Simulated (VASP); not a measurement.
Write the native input for VASP 6.6.1 that does the following.

* Task: single point
* Functional: PBE
* Potentials or basis: VASP PAW PBE potentials, release 64 (W_sv)
* Cutoff: 520 eV
* k mesh: 7 × 7 × 4
* Occupations: fermi-dirac, width 0.1 eV
* Spin: no spin polarisation
* Dipole correction: no
* Further INCAR settings: ALGO = Normal; EDIFF = 1e-06; NBANDS = 21

The structure of W lies in POSCAR:

```
W
1.0
    2.7774629413      0.0000000000      0.0000000000
   -1.3887314707      2.4053534653      0.0000000000
    0.0000000000      0.0000000000      4.9482337523
W
2
Direct
    0.3333333333      0.6666666667      0.2500000000
    0.6666666667      0.3333333333      0.7500000000
```

One way to write it, as run:

INCAR

```
SYSTEM = W
PREC = Accurate
ENCUT = 520
EDIFF = 1E-6
ISMEAR = -1
SIGMA = 0.1
LREAL = .FALSE.
LASPH = .TRUE.
NELM = 80
ALGO = Normal
ISIF = 2
LWAVE = .FALSE.
LCHARG = .FALSE.
GGA = PE
NBANDS = 21
```

KPOINTS

```
regular mesh
0
G
  7 7 4
  0 0 0
```

Potentials or basis: VASP PAW PBE potentials, release 64 (W_sv).

Run with:

```bash
$ cat potpaw_PBE.64/W_sv/POTCAR > POTCAR
$ mpirun -np 1 vasp_std > vasp.out
```

Results of the run:

```yaml
Pressure: 0.3 GPa
Band_gap_on_the_k_mesh: zero (band 14 reaches 11.43 eV, above the bottom of band 15 at 10.10 eV)
```

Caveat: the k points lie up to 0.37 Å⁻¹ apart; spin-orbit coupling is left out, which moves the levels of the heavy elements.

Wall time 19 s on 1 thread of Intel Xeon 8259CL, with other jobs on the host, peak memory 0.16 GiB.
